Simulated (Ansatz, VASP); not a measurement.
LiF in VASP and in Ansatz

```
Li F
1.0
     0.00000    1.91330    1.91330
     1.91330    0.00000    1.91330
     1.91330    1.91330    0.00000
Li F
1 1
Cartesian
  0.0000 0.0000 0.0000
  1.9133 1.9133 1.9133
```

Change from the starting cell: strain -0.050 along x and y, -0.050 along z, atoms carried along.

Alike in both runs: task single point; functional LDA; k mesh 10 × 10 × 10; occupations gaussian, width 0.05 eV; no spin polarisation.

|  | VASP | Ansatz |
| --- | --- | --- |
| version | VASP 6.6.1 | Ansatz 0.2.0 |
| potentials or method | VASP PAW LDA potentials, release 64 (Li_sv, F), cutoff 520 eV | scalar-relativistic, plane waves, PAW |
| valence electrons in the cell | 10 | 10 |

```tsv
	VASP	Ansatz	Ansatz less VASP
gap on the k mesh at the Fermi level (eV)	10.36	10.37	+0.007
least direct gap on the mesh (eV)	10.36	10.37	+0.007
```

LDA's correlation is that of Perdew and Zunger in VASP and of Perdew and Wang (1992) in Ansatz.

Noted on VASP's run: the cutoff is short for stress, so the pressure is rough.
